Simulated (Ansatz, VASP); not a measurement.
# TiO in VASP and in Ansatz

The input INCAR:

```
SYSTEM = TiO
PREC = Accurate ; ENCUT = 520
EDIFF = 1E-6 ; ISMEAR = 0
SIGMA = 0.2 ; LREAL = .FALSE.
LASPH = .TRUE. ; NELM = 60
ALGO = Normal ; ISIF = 2
LWAVE = .FALSE. ; LCHARG = .FALSE.
GGA = PS ; NBANDS = 26
```

The input KPOINTS:

```
Automatic mesh
0
G
  18 18 8
  0 0 0
```

The input POSCAR:

```
TiO
1.0
    2.8516080131      0.0000000000      0.0000000000
   -1.4258040066      2.4695649810      0.0000000000
    0.0000000000      0.0000000000      5.5675030000
Ti O
2 2
Direct
    0.3333333333      0.6666666667      0.2500000000
    0.6666666667      0.3333333333      0.7500000000
    0.0000000000      0.0000000000      0.0000000000
    0.0000000000      0.0000000000      0.5000000000
```

Input for Ansatz:

```yaml
crystal:
  lattice:
    - [2.8516080131, 0.0, 0.0]
    - [-1.4258040066, 2.469564981, 0.0]
    - [0.0, 0.0, 5.567503]
  atoms:
    - { symbol: Ti, position: [0.3333333333, 0.6666666667, 0.25] }
    - { symbol: Ti, position: [0.6666666667, 0.3333333333, 0.75] }
    - { symbol: O, position: [0.0, 0.0, 0.0] }
    - { symbol: O, position: [0.0, 0.0, 0.5] }
basis:
  ecutwfc: 420
kpoints:
  mp_grid: { grid: [18, 18, 8] }
hamiltonian:
  xc: pbesol
scf:
  occupations: { method: gaussian, width: 0.2 }
output:
  forces: true
  stress: true
  eigenvalues: true
```

Alike in both runs: task single point; functional PBEsol; k mesh 18 × 18 × 8; occupations gaussian, width 0.2 eV; no spin polarisation.

```csv
,VASP,Ansatz
version,VASP 6.6.1,Ansatz 0.2.0
potentials or method,"VASP PAW PBE potentials, release 64 (Ti_sv, O), cutoff 520 eV","scalar-relativistic, plane waves, PAW"
valence electrons in the cell,36,36
```

|  | VASP | Ansatz | Ansatz less VASP |
| --- | --- | --- | --- |
| gap on the k mesh at the Fermi level (eV) | none | none | - |
| pressure (GPa) | -9.4 | -10.0 | -0.66 |
| traceless stress, the component that is largest in VASP (GPa) | -1.97 | -2.06 | -0.085 |

VASP's potentials were made for PBE, not for PBEsol. A gap of «none» marks a metal or a gap that the smearing closes. With one functional, cell and mesh, what is left measures potentials, basis and numerics.
